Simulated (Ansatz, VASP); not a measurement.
**Two plane-wave programs on O**

The input INCAR:

```
ALGO = Normal
EDIFF = 1E-7
ENCUT = 520
GGA = PS
ISIF = 2
ISMEAR = 0
LASPH = T
LCHARG = T
LELF = T
LREAL = F
LVHAR = T
LWAVE = F
NBANDS = 20
NELM = 60
PREC = Accurate
SIGMA = 0.05
```

KPOINTS

```
k-points
0
Gamma
  6 6 6
```

The input POSCAR:

```
O
1.0
    3.8922577200      0.0000000000      0.0000000000
    0.0000000000      3.7894570000      0.0000000000
   -0.9966562300      0.0000000000      2.9534146900
O
4
Direct
    0.3329660000      0.6941230000      0.6812950000
    0.6670340000      0.6941230000      0.8187050000
    0.6670340000      0.3058770000      0.3187050000
    0.3329660000      0.3058770000      0.1812950000
```

Input for Ansatz:

```yaml
crystal:
  lattice:
    - [3.89225772, 0.0, 0.0]
    - [0.0, 3.789457, 0.0]
    - [-0.99665623, 0.0, 2.95341469]
  atoms:
    - { symbol: O, position: [0.332966, 0.694123, 0.681295] }
    - { symbol: O, position: [0.667034, 0.694123, 0.818705] }
    - { symbol: O, position: [0.667034, 0.305877, 0.318705] }
    - { symbol: O, position: [0.332966, 0.305877, 0.181295] }
basis:
  ecutwfc: 520.0
kpoints:
  mp_grid:
    grid: [6, 6, 6]
hamiltonian:
  xc: pbesol
scf:
  occupations:
    method: gaussian
    width: 0.05
output:
  stress: true
```

Alike in both runs: task single point; functional PBEsol; k mesh 6 × 6 × 6; occupations gaussian, width 0.05 eV; no spin polarisation.

|  | VASP | Ansatz |
| --- | --- | --- |
| version | VASP 6.6.1 | Ansatz 0.2.0 |
| potentials or method | VASP PAW PBE potentials, release 64 (O), cutoff 520 eV | plane waves, PAW |
| valence electrons in the cell | 24 | 24 |

```tsv
	VASP	Ansatz	Ansatz less VASP
pressure (GPa)	-1.5	-4.6	-3.15
traceless stress, the component that is largest in VASP (GPa)	1.53	5.01	+3.474
```

VASP's potentials were made for PBE, not for PBEsol.

Noted on VASP's run: the standard files for N, O and F lose accuracy on very short bonds; spin is off for a triplet molecule.
